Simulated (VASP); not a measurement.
**Hf: single point with PBE**

Hf:

```
Hf
1.0
     0.00000    2.22000    2.22000
     2.22000    0.00000    2.22000
     2.22000    2.22000    0.00000
Hf
1
Direct
  0.00000 0.00000 0.00000
```

| Item | Value |
| --- | --- |
| Program | VASP 6.6.1 |
| Task | single point |
| Functional | PBE |
| Potentials or basis | VASP PAW PBE potentials, release 64 (Hf_pv) |
| Cutoff | 520 eV |
| k mesh | 10 × 10 × 10 |
| Occupations | gaussian, width 0.016 eV |
| Spin | no spin polarisation |

```json
{"Pressure": "2.5 GPa", "Band gap on the k mesh": "zero (band 5 reaches 6.32 eV, above the bottom of band 6 at 4.50 eV)"}
```

Levels at points of the mesh, in eV from the Fermi level:
| k point | band 2 | band 3 | band 4 | band 5 | band 6 | band 7 | band 8 | band 9 |
| --- | --- | --- | --- | --- | --- | --- | --- | --- |
| (0.00, 0.00, 0.00) | -29.95 | -29.95 | -7.32 | 1.39 | 1.39 | 1.39 | 4.26 | 4.26 |
| (0.50, 0.00, 0.00) | -30.07 | -30.07 | -3.73 | 0.62 | 1.16 | 1.16 | 6.44 | 6.44 |
| (0.50, 0.50, 0.00) | -30.27 | -30.27 | -3.38 | -2.23 | 2.61 | 6.45 | 7.09 | 7.09 |

It took 15 s on 1 thread of AMD EPYC 7R13, on a shared host, peak memory 0.14 GiB.

Caveat: spin-orbit coupling is left out, which moves the levels of the heavy elements.
